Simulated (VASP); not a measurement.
# CuI: single point with PBE

CuI:

```xyz
2
Lattice="0.0000 3.0390 3.0390 3.0390 0.0000 3.0390 3.0390 3.0390 0.0000" Properties=species:S:1:pos:R:3 pbc="T T T"
Cu    1.5195    1.5195    1.5195
I     0.0000    0.0000    0.0000
```

```json
{
 "Program": "VASP 6.6.1",
 "Task": "single point",
 "Functional": "PBE",
 "Potentials or basis": "VASP PAW PBE potentials, release 64 (Cu, I)",
 "Cutoff": "520 eV",
 "k mesh": "8 × 8 × 8",
 "Occupations": "gaussian, width 0.02 eV",
 "Spin": "no spin polarisation"
}
```

```json
{
 "Pressure": "0.0 GPa",
 "Band gap on the k mesh": "1.12 eV, direct"
}
```

Levels at points of the mesh, in eV from the valence-band top:
```
           k point  band 5  band 6  band 7  band 8  band 9  band 10  band 11  band 12  band 13  band 14
(0.00, 0.00, 0.00)   -1.82   -1.82    0.00    0.00    0.00     1.12     4.88     4.88     4.88     8.17
(0.50, 0.00, 0.00)   -1.79   -1.79   -1.75   -0.70   -0.70     2.15     5.41     5.41     7.39     9.09
(0.50, 0.50, 0.00)   -1.84   -1.76   -1.73   -1.47   -1.47     2.73     2.91     9.14     9.72     9.72
```

Run time: 21 s on 1 thread of AMD EPYC 7R13 Processor (Zen 3), on a shared host, peak memory 0.16 GiB.

Caveat: spin-orbit coupling is left out, which moves the levels of the heavy elements.
